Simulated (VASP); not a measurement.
Write the native input for VASP 6.6.1 that does the following.

```yaml
Task: single point
Functional: r2SCAN
Potentials_or_basis: VASP PAW PBE potentials, release 64 (Ti_sv, Al)
Cutoff: 520 eV
k_mesh: 4 × 2 × 2
Occupations: gaussian, width 0.1 eV
Spin: no spin polarisation
Dipole_correction: no
Further_INCAR_settings: ALGO = Normal; EDIFF = 1e-07; NBANDS = 18
```

The system is TiAl3.

```
Ti Al
1.0
     2.81167   -0.01966   -0.01866
    -0.03241    4.64216   -0.01009
    -0.03220   -0.01056    4.93494
Ti Al
1 3
Direct
  0.97326 0.48855 0.17604
  0.50336 0.52369 0.67454
  0.47355 0.04187 0.30828
  0.00481 0.99692 0.84632
```

The input as run:

POSCAR

```
TiAl3
1.0
    2.8116683263     -0.0196588470     -0.0186566057
   -0.0324080002      4.6421640465     -0.0100864170
   -0.0321977504     -0.0105593121      4.9349421324
Ti Al
1 3
Direct
   -0.0267402667      0.4885473599      0.1760357973
    0.5033607929      0.5236931408      0.6745434641
    0.4735485346      0.0418715234      0.3082792194
    0.0048113747     -0.0030813399      0.8463180768
```

INCAR.step1

```
SYSTEM = TiAl3
PREC = Accurate
ENCUT = 520
ISMEAR = 0
SIGMA = 0.1
LREAL = .FALSE.
LASPH = .TRUE.
NELM = 100
NBANDS = 18
GGA = PE
ALGO = Normal
EDIFF = 1E-4
LWAVE = .TRUE.
LCHARG = .FALSE.
```

INCAR.step2

```
SYSTEM = TiAl3
PREC = Accurate
ENCUT = 520
EDIFF = 1E-7
ISMEAR = 0
SIGMA = 0.1
LREAL = .FALSE.
LASPH = .TRUE.
NELM = 100
ALGO = Normal
ISIF = 2
LWAVE = .FALSE.
LCHARG = .FALSE.
METAGGA = R2SCAN
LMIXTAU = .TRUE.
NBANDS = 18
ISTART = 1
```

KPOINTS

```
Automatic mesh
0
G
  4 2 2
  0 0 0
```

Potentials or basis: VASP PAW PBE potentials, release 64 (Ti_sv, Al).

Run with:

```sh
$ cat potpaw_PBE.64/Ti_sv/POTCAR potpaw_PBE.64/Al/POTCAR > POTCAR
$ cp INCAR.step1 INCAR
$ mpirun -np 1 vasp_std > vasp.out
$ cp INCAR.step2 INCAR
$ mpirun -np 1 vasp_std > vasp.out
```

Results of the run:

```
Pressure               : 1.7 GPa
Largest force          : 2.146 eV/Å
Band gap on the k mesh : zero (an odd number of electrons rules out a gap without spin polarisation)
```

Caveat: the k points lie up to 0.68 Å⁻¹ apart, too coarse for converged energies and pressures of a metal; the PAW data sets were made with another functional, which shifts forces and pressure a little.

Run time: 82 s on 1 thread of AMD EPYC 7R13 (shared host), peak memory 0.19 GiB.
